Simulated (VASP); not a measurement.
# SrO in VASP: notebook

Runs on SrO. Level: PBEsol. Tasks: single point.

Program: VASP 6.6.1. These are calculated values, not measurements. Logs are shortened: lines on timing, memory, paths and dates and some standing lists are left out, and cuts for length are marked.

## Step 1: The cell of the first run

The structure is cubic, space group Fm-3m (No. 225). The conventional cell has a = 5.207 Å, b = 5.207 Å, c = 5.207 Å, α = 90.00°, β = 90.00°, γ = 90.00°. Sr (site symmetry m-3m) has 6 O at 2.60 Å within 3.4 Å. Within 3.4 Å of O (site symmetry m-3m) lie 6 Sr at 2.60 Å.

## Step 2: Single point, PBEsol (volume scaled by 1.04)

INCAR reads:

```
SYSTEM = SrO
  PREC = Accurate
  ENCUT = 520
  EDIFF = 1E-6
  ISMEAR = -1
  SIGMA = 0.03
  LREAL = .False.
  LASPH = .True.
  NELM = 80
  ALGO = Normal
  ISIF = 2
  LWAVE = .False.
  LCHARG = .True.
  GGA = PS
  LELF = .True.
  LVHAR = .True.
  NBANDS = 15
```

KPOINTS reads:

```
regular mesh
0
Gamma
  8 8 8
  0 0 0
```

POSCAR reads:

```
SrO
1.0
    0.0000000000      2.6036170359      2.6036170359
    2.6036170359      0.0000000000      2.6036170359
    2.6036170359      2.6036170359      0.0000000000
Sr O
1 1
Direct
    0.0000000000      0.0000000000      0.0000000000
    0.5000000000      0.5000000000      0.5000000000
```

Potentials or basis: VASP PAW PBE potentials, release 64 (Sr_sv, O).

On the command line:

```console
cat potpaw_PBE.64/Sr_sv/POTCAR potpaw_PBE.64/O/POTCAR > POTCAR
mpirun -np 1 vasp_std > vasp.out
```

OUTCAR:

```text
SYSTEM = SrO
   PREC = Accurate
   ENCUT = 520
   EDIFF = 1E-6
   ISMEAR = -1
   LREAL = .False.
   LASPH = .True.
   NELM = 80
   ISIF = 2
   GGA = PS

 ion  position               nearest neighbor table
   1  0.000  0.000  0.000-   2 2.60   2 2.60   2 2.60   2 2.60   2 2.60   2 2.60
   2  0.500  0.500  0.500-   1 2.60   1 2.60   1 2.60   1 2.60   1 2.60   1 2.60

  LATTYP: Found a face centered cubic cell.
 ALAT       =     5.2072340718

  Lattice vectors:

 A1 = (   0.0000000000,   2.6036170359,   2.6036170359)
 A2 = (   2.6036170359,   0.0000000000,   2.6036170359)
 A3 = (   2.6036170359,   2.6036170359,   0.0000000000)

Analysis of symmetry for initial positions (statically):
=====================================================================
 Subroutine PRICEL returns:
 Original cell was already a primitive cell.

 Routine SETGRP: Setting up the symmetry group for a
 face centered cubic supercell.

 Subroutine GETGRP returns: Found 48 space group operations
 (whereof 48 operations were pure point group operations)
 out of a pool of 48 trial point group operations.

The static configuration has the point symmetry O_h .

Analysis of symmetry for dynamics (positions and initial velocities):
=====================================================================
 Subroutine PRICEL returns:
 Original cell was already a primitive cell.

 Routine SETGRP: Setting up the symmetry group for a
 face centered cubic supercell.

 Subroutine GETGRP returns: Found 48 space group operations
 (whereof 48 operations were pure point group operations)
 out of a pool of 48 trial point group operations.

The dynamic configuration has the point symmetry O_h .

 Subroutine INISYM returns: Found 48 space group operations
 (whereof 48 operations are pure point group operations),
 and found     1 'primitive' translations

----------------------------------------------------------------------------------------

                                     Primitive cell

  volume of cell :      35.2989

  direct lattice vectors                    reciprocal lattice vectors
     0.000000000  2.603617036  2.603617036    -0.192040532  0.192040532  0.192040532
     2.603617036  0.000000000  2.603617036     0.192040532 -0.192040532  0.192040532
     2.603617036  2.603617036  0.000000000     0.192040532  0.192040532 -0.192040532

  length of vectors
     3.682070523  3.682070523  3.682070523     0.332623958  0.332623958  0.332623958

  position of ions in fractional coordinates (direct lattice)
     0.000000000  0.000000000  0.000000000
     0.500000000  0.500000000  0.500000000

  ion indices of the primitive-cell ions
   primitive index   ion index
                 1           1
                 2           2

----------------------------------------------------------------------------------------

 KPOINTS: regular mesh

Automatic generation of k-mesh.
 Grid dimensions read from file:
 generate k-points for:    8    8    8

 Generating k-lattice:

  Cartesian coordinates                     Fractional coordinates (reciprocal lattice)
    -0.024005066  0.024005066  0.024005066     0.125000000  0.000000000  0.000000000
     0.024005066 -0.024005066  0.024005066     0.000000000  0.125000000  0.000000000
     0.024005066  0.024005066 -0.024005066     0.000000000  0.000000000  0.125000000

  Length of vectors
     0.041577995  0.041577995  0.041577995

  Shift w.r.t. Gamma in fractional coordinates (k-lattice)
     0.000000000  0.000000000  0.000000000

 Subroutine IBZKPT returns following result:
 ===========================================

 Found     29 irreducible k-points:

 Following reciprocal coordinates:
            Coordinates               Weight
  0.000000  0.000000  0.000000      1.000000
  0.125000  0.000000  0.000000      8.000000
  0.250000  0.000000  0.000000      8.000000
  0.375000  0.000000  0.000000      8.000000
  0.500000  0.000000  0.000000      4.000000
  0.125000  0.125000  0.000000      6.000000
[... 16 lines left out ...]
  0.500000  0.250000  0.125000     48.000000
 -0.375000  0.250000  0.125000     24.000000
 [... further k-points ...]
   k-points           NKPTS =     29   k-points in BZ     NKDIM =     29   number of bands    NBANDS=     15
   number of dos      NEDOS =    301   number of ions     NIONS =      2
   total plane-waves  NPLWV =  21952
   dimension x,y,z NGX =    28 NGY =   28 NGZ =   28
   dimension x,y,z NGXF=    56 NGYF=   56 NGZF=   56
   ions per type =               1   1
   NGX,Y,Z   is equivalent  to a cutoff of  12.64, 12.64, 12.64 a.u.
   NGXF,Y,Z  is equivalent  to a cutoff of  25.28, 25.28, 25.28 a.u.
 SYSTEM =  SrO
   PREC   = accura    normal or accurate (medium, high low for compatibility)
   ISTART =      0    job   : 0-new  1-cont  2-samecut
   ICHARG =      2    charge: 1-file 2-atom 10-const
   ISPIN  =      1    spin polarized calculation?
   LNONCOLLINEAR =      F non collinear calculations
[... 31 lines left out ...]
   AEXX    =    0.0000 exact exchange contribution
   IVDW    =     0    specifies the selected vdW correction
   LEPSILON=     F    determine dielectric tensor
   LRPA    =     F    only Hartree local field effects (RPA)
 non-spin polarized calculation
  energy-cutoff  :      520.00
  volume of cell :       35.30
 maximum number of plane-waves:       960
   NGX = 13   NGY = 13   NGZ = 13

 number of electron      16.0000001 magnetization

 Free energy of the ion-electron system (eV)
  ---------------------------------------------------
  ext. energy  EPLUGINS =         0.00000000
  ---------------------------------------------------
  free energy    TOTEN  =       -12.62346624 eV

  energy without entropy =      -12.62346624  energy(sigma->0) =      -12.62346624

 E-fermi :   1.9207     XC(G=0): -10.0971

 val. band max:        1.3144951497   @ k =   0.0000   0.0000   0.0000
 cond. band min:       4.4940412479   @ k =   0.5000   0.5000   0.0000
 fundamental gap:      3.1795460982
 Fermi energy:         1.9206515609

 k-point     1 :       0.0000    0.0000    0.0000
  band No.  band energies     occupation
      1     -31.0559      2.00000
      2     -13.6353      2.00000
      3     -12.7458      2.00000
      4     -12.7458      2.00000
      5     -12.7458      2.00000
      6       1.3145      2.00000
      7       1.3145      2.00000
      8       1.3145      2.00000
      9       4.8778      0.00000
     10       7.3958      0.00000
     11       7.3958      0.00000
     12       7.3958      0.00000
     13       9.5055      0.00000
     14       9.5055      0.00000
     15      13.6194      0.00000

 k-point     2 :       0.1250    0.0000    0.0000
  band No.  band energies     occupation
      1     -31.0386      2.00000
      2     -14.0066      2.00000
      3     -12.7573      2.00000
      4     -12.7573      2.00000
      5     -12.4177      2.00000
      6       0.8539      2.00000
      7       1.1278      2.00000
      8       1.1278      2.00000
      9       5.5766      0.00000
     10       7.2348      0.00000
     11       7.6924      0.00000
     12       7.6924      0.00000
     13       9.8923      0.00000
     14       9.8923      0.00000
     15      14.5983      0.00000

 k-point     3 :       0.2500    0.0000    0.0000
  band No.  band energies     occupation
      1     -30.9965      2.00000
      2     -14.5580      2.00000
      3     -12.7847      2.00000
      4     -12.7847      2.00000
      5     -11.9716      2.00000
      6       0.0360      2.00000
      7       0.7237      2.00000
      8       0.7237      2.00000
      9       7.0165      0.00000
     10       7.2168      0.00000
     11       8.4966      0.00000
     12       8.4966      0.00000
     13      10.8628      0.00000
     14      10.8628      0.00000
     15      16.5396      0.00000
[... 343 lines left out ...]
 k-point    23 :       0.5000    0.2500    0.1250
  band No.  band energies     occupation
      1     -30.9320      2.00000
      2     -14.7398      2.00000
      3     -13.0786      2.00000
      4     -12.9055      2.00000
      5     -11.9319      2.00000
      6      -0.2176      2.00000
      7       0.4184      2.00000
      8       0.7868      2.00000
      9       6.7145      0.00000
     10       8.1661      0.00000
     11       9.9374      0.00000
     12      10.1726      0.00000
     13      12.0779      0.00000
     14      12.9677      0.00000
     15      15.0380      0.00000

 k-point    24 :      -0.3750    0.2500    0.1250
  band No.  band energies     occupation
      1     -30.9179      2.00000
      2     -14.8032      2.00000
      3     -13.1001      2.00000
      4     -12.9539      2.00000
      5     -11.9025      2.00000
      6      -0.2523      2.00000
      7       0.4744      2.00000
      8       0.5350      2.00000
      9       7.4754      0.00000
     10       7.8098      0.00000
     11      10.2838      0.00000
     12      10.5792      0.00000
     13      12.5980      0.00000
     14      13.8167      0.00000
     15      14.0920      0.00000

 [... further k-points ...]

------------------------ aborting loop because EDIFF is reached ----------------------------------------

  FORCE on cell =-STRESS in cart. coord.  units (eV):
  Direction    XX          YY          ZZ          XY          YZ          ZX
  --------------------------------------------------------------------------------------
  -------------------------------------------------------------------------------------
  Total       -0.7987889     -0.7987889     -0.7987889      0.0000000     -0.0000000      0.0000000
  in kB      -36.2561187    -36.2561187    -36.2561187      0.0000000     -0.0000000      0.0000000
  external PRESSURE =     -36.2561187 kB  Pullay stress =       0.0000000 kB

 VOLUME and BASIS-vectors are now :
 -----------------------------------------------------------------------------
  energy-cutoff  :      520.00
  volume of cell :       35.30
      direct lattice vectors                 reciprocal lattice vectors
     0.000000000  2.603617036  2.603617036    -0.192040532  0.192040532  0.192040532
     2.603617036  0.000000000  2.603617036     0.192040532 -0.192040532  0.192040532
     2.603617036  2.603617036  0.000000000     0.192040532  0.192040532 -0.192040532

 POSITION                                       TOTAL-FORCE (eV/Angst)
 -----------------------------------------------------------------------------------
      0.00000      0.00000      0.00000        -0.000000      0.000000     -0.000000
      2.60362      2.60362      2.60362         0.000000      0.000000      0.000000
 -----------------------------------------------------------------------------------
    total drift:                                0.000000      0.000000      0.000000

  FREE ENERGIE OF THE ION-ELECTRON SYSTEM (eV)
  ---------------------------------------------------
  free  energy   TOTEN  =       -12.6234662415 eV

  energy  without entropy=      -12.6234662415  energy(sigma->0) =      -12.62346624
```

It took 13 s on 1 thread of Intel Xeon Platinum 8375C at 2.90GHz (Ice Lake), shared host; peak memory 0.16 GiB.

What came out:

```yaml
Free_energy: -12.6235 eV
Pressure: -3.6 GPa
Band_gap_on_the_k_mesh: 3.18 eV, indirect (least direct gap 3.29 eV)
```

Caveat: the PAW data sets were made with another functional, which shifts forces and pressure a little. A k mesh can miss the band edges.

## Step 3: Single point, PBEsol (volume scaled by 1.02)

INCAR reads:

```
SYSTEM = SrO
ALGO = Normal
EDIFF = 1E-6
ENCUT = 520
GGA = PS
ISIF = 2
ISMEAR = -1
LASPH = .True.
LCHARG = .False.
LREAL = .False.
LWAVE = .False.
NBANDS = 15
NELM = 100
PREC = Accurate
SIGMA = 0.03
```

KPOINTS reads:

```
k-points
0
Gamma
  8 8 8
  0 0 0
```

POSCAR reads:

```
SrO
1.0
    0.0000000000      2.5868190390      2.5868190390
    2.5868190390      0.0000000000      2.5868190390
    2.5868190390      2.5868190390      0.0000000000
Sr O
1 1
Direct
    0.0000000000      0.0000000000      0.0000000000
    0.5000000000      0.5000000000      0.5000000000
```

Potentials or basis: VASP PAW PBE potentials, release 64 (Sr_sv, O).

On the command line:

```console
cat potpaw_PBE.64/Sr_sv/POTCAR potpaw_PBE.64/O/POTCAR > POTCAR
mpirun -np 1 vasp_std > vasp.out
```

Wall time 12 s (1 thread of Intel Xeon Platinum 8375C at 2.90GHz (Ice Lake), shared host); peak memory 0.16 GiB.

The run converged. Its results:

```yaml
Free_energy: -12.6351 eV
Pressure: -2.1 GPa
Band_gap_on_the_k_mesh: 3.17 eV, indirect (least direct gap 3.27 eV)
```

Levels at points of the mesh, in eV from the valence-band top:
```
           k point  band 6  band 7  band 8  band 9  band 10  band 11
(0.00, 0.00, 0.00)    0.00    0.00    0.00    3.69     6.12     6.12
(0.50, 0.00, 0.00)   -2.19   -1.12   -1.12    6.41     8.14     8.74
(0.50, 0.50, 0.00)   -0.47   -0.10   -0.10    3.17     7.62    10.06
```

Caveat: the PAW data sets were made with another functional, which shifts forces and pressure a little.

## Step 4: Single point, PBEsol (volume scaled by 1.06)

INCAR reads:

```
SYSTEM = SrO
PREC = Accurate
ENCUT = 520
EDIFF = 1E-7
ISMEAR = -1
SIGMA = 0.03
LREAL = .False.
LASPH = .True.
NELM = 100
ALGO = Normal
ISIF = 2
LWAVE = .False.
LCHARG = .False.
GGA = PS
NBANDS = 15
```

KPOINTS reads:

```
regular mesh
0
Gamma
  8 8 8
  0 0 0
```

POSCAR reads:

```
SrO
1.0
    0.0000000000      2.6202010311      2.6202010311
    2.6202010311      0.0000000000      2.6202010311
    2.6202010311      2.6202010311      0.0000000000
Sr O
1 1
Direct
    0.0000000000      0.0000000000      0.0000000000
    0.5000000000      0.5000000000      0.5000000000
```

On the command line:

```console
cat potpaw_PBE.64/Sr_sv/POTCAR potpaw_PBE.64/O/POTCAR > POTCAR
mpirun -np 1 vasp_std > vasp.out
```

Wall time 12 s (1 thread of Intel Xeon Platinum 8375C at 2.90GHz (Ice Lake), shared host); peak memory 0.16 GiB.

The run converged. Its results:

```yaml
Free_energy: -12.6056 eV
Pressure: -5.0 GPa
Band_gap_on_the_k_mesh: 3.19 eV, indirect (least direct gap 3.31 eV)
```

Levels at points of the mesh, in eV from the valence-band top:
```
           k point  band 4  band 5  band 6  band 7  band 8  band 9  band 10  band 11  band 12  band 13
(0.00, 0.00, 0.00)  -14.15  -14.15    0.00    0.00    0.00    3.44     6.04     6.04     6.04     8.11
(0.50, 0.00, 0.00)  -14.22  -12.97   -2.12   -1.05   -1.05    6.25     7.84     8.52     8.52    11.43
(0.50, 0.50, 0.00)  -14.46  -14.46   -0.53   -0.12   -0.12    3.19     7.34     9.73     9.82    10.71
```

Caveat: the PAW data sets were made with another functional, which shifts forces and pressure a little. A k mesh can miss the band edges.

## Step 5: Single point, PBEsol (equal xx and yy strain of -1 %)

INCAR reads:

```
  ALGO = Normal
  EDIFF = 1E-6
  ENCUT = 520
  GGA = PS
  ISIF = 2
  ISMEAR = -1
  LASPH = T
  LCHARG = T
  LELF = T
  LREAL = F
  LVHAR = T
  LWAVE = F
  NBANDS = 15
  NELM = 60
  PREC = Accurate
  SIGMA = 0.03
```

KPOINTS reads:

```
k-points
0
Gamma
  8 8 8
```

POSCAR reads:

```
SrO
1.0
    0.0000000000      2.5441020000      2.5698000000
    2.5441020000      0.0000000000      2.5698000000
    2.5441020000      2.5441020000      0.0000000000
Sr O
1 1
Direct
    0.0000000000      0.0000000000      0.0000000000
    0.5000000000      0.5000000000      0.5000000000
```

On the command line:

```console
cat potpaw_PBE.64/Sr_sv/POTCAR potpaw_PBE.64/O/POTCAR > POTCAR
mpirun -np 1 vasp_std > vasp.out
```

Wall time 16 s (1 thread of Intel Xeon Platinum 8559C (Emerald Rapids), shared host); peak memory 0.17 GiB.

Results (log left out):

- Free energy: -12.6355 eV
- Pressure: 1.7 GPa
- Band gap on the k mesh: 3.11 eV, indirect (least direct gap 3.18 eV)

Stress tensor (GPa, compression positive):
```
2.15 0.00 0.00
0.00 2.15 0.00
0.00 0.00 0.66
```

Levels at points of the mesh, in eV from the valence-band top:
```csv
k point,band 4,band 5,band 6,band 7,band 8,band 9,band 10,band 11,band 12,band 13
"(0.00, 0.00, 0.00)",-13.80,-13.80,-0.04,0.00,0.00,3.96,6.14,6.22,6.22,8.37
"(0.50, 0.00, 0.00)",-13.88,-12.60,-2.28,-1.21,-1.21,6.57,8.44,8.95,8.97,12.11
"(0.50, 0.50, 0.00)",-14.20,-14.20,-0.45,-0.07,-0.07,3.15,7.91,10.33,10.37,11.32
"(0.50, 0.00, 0.50)",-14.23,-14.21,-0.39,-0.12,-0.07,3.11,7.91,10.32,10.41,11.26
```

Caveat: the cell differs from its parent crystal (equal xx and yy strain of -1 %); the PAW data sets were made with another functional, which shifts forces and pressure a little. A k mesh can miss the band edges.

## Step 6: Single point, PBEsol (zz strain of +1 %)

INCAR reads:

```
SYSTEM = SrO
PREC     = Accurate       ! precision mode
ENCUT    = 520            ! plane-wave cutoff, eV
EDIFF    = 1E-7           ! SCF threshold, eV
ISMEAR   = -1             ! smearing method
SIGMA    = 0.03           ! smearing width, eV
LREAL    = .FALSE.        ! projectors in reciprocal space
LASPH    = .TRUE.         ! aspherical terms in the spheres
NELM     = 100            ! most SCF steps
ALGO     = Normal         ! electronic algorithm
ISIF     = 2              ! what is computed and relaxed
LWAVE    = .FALSE.        ! write WAVECAR
LCHARG   = .FALSE.        ! write CHGCAR
GGA      = PS             ! functional
NBANDS   = 15             ! bands
```

KPOINTS reads:

```
Automatic mesh
0
G
  8 8 8
  0 0 0
```

POSCAR reads:

```
SrO
1.0
    0.0000000000      2.5698000000      2.5954980000
    2.5698000000      0.0000000000      2.5954980000
    2.5698000000      2.5698000000      0.0000000000
Sr O
1 1
Direct
    0.0000000000      0.0000000000      0.0000000000
    0.5000000000      0.5000000000      0.5000000000
```

Potentials or basis: VASP PAW PBE potentials, release 64 (Sr_sv, O).

On the command line:

```console
cat potpaw_PBE.64/Sr_sv/POTCAR potpaw_PBE.64/O/POTCAR > POTCAR
mpirun -np 1 vasp_std > vasp.out
```

Wall time 20 s (1 thread of Intel Xeon Platinum 8559C (Emerald Rapids), shared host); peak memory 0.17 GiB.

Results (log left out):

* Free energy: -12.6375 eV
* Pressure: -1.2 GPa
* Band gap on the k mesh: 3.14 eV, indirect (least direct gap 3.23 eV)

Stress tensor (GPa, compression positive):
```
-0.78  0.00  0.00
 0.00 -0.78  0.00
 0.00  0.00 -2.02
```

Levels at points of the mesh, in eV from the valence-band top:
| k point | band 4 | band 5 | band 6 | band 7 | band 8 | band 9 | band 10 | band 11 | band 12 | band 13 |
| --- | --- | --- | --- | --- | --- | --- | --- | --- | --- | --- |
| (0.00, 0.00, 0.00) | -13.94 | -13.94 | -0.03 | 0.00 | 0.00 | 3.75 | 6.08 | 6.16 | 6.16 | 8.24 |
| (0.50, 0.00, 0.00) | -14.01 | -12.75 | -2.22 | -1.15 | -1.15 | 6.44 | 8.21 | 8.78 | 8.80 | 11.82 |
| (0.50, 0.50, 0.00) | -14.29 | -14.29 | -0.50 | -0.09 | -0.09 | 3.17 | 7.68 | 10.10 | 10.13 | 11.08 |
| (0.50, 0.00, 0.50) | -14.32 | -14.31 | -0.44 | -0.13 | -0.09 | 3.14 | 7.69 | 10.13 | 10.14 | 11.02 |

Caveat: the cell differs from its parent crystal (zz strain of +1 %); the PAW data sets were made with another functional, which shifts forces and pressure a little. A k mesh can miss the band edges.

## Step 7: Summary

| cell | gap on the mesh (eV) | pressure (GPa) |
| --- | --- | --- |
| a = 3.682 Å, angles 60.0°, 2 atoms | 3.18 | -3.6 |
| a = 3.658 Å, angles 60.0°, 2 atoms | 3.17 | -2.1 |
| a = 3.706 Å, angles 60.0°, 2 atoms | 3.19 | -5.0 |
| a = 3.616, b = 3.616, c = 3.598 Å, angles 60.2, 60.2, 59.7°, 2 atoms | 3.11 | 1.7 |
| a = 3.652, b = 3.652, c = 3.634 Å, angles 60.2, 60.2, 59.7°, 2 atoms | 3.14 | -1.2 |

Alike in all rows: task single point; level PBEsol; potentials or basis VASP PAW PBE potentials, release 64 (Sr_sv, O); no spin polarisation; k mesh 8 × 8 × 8; cutoff (eV) 520; smearing fermi-dirac 0.03 eV.

Caveats: the PAW data sets were made with another functional, which shifts forces and pressure a little.

Total energies depend on the potentials used, so only differences within one code and one set of settings carry meaning.
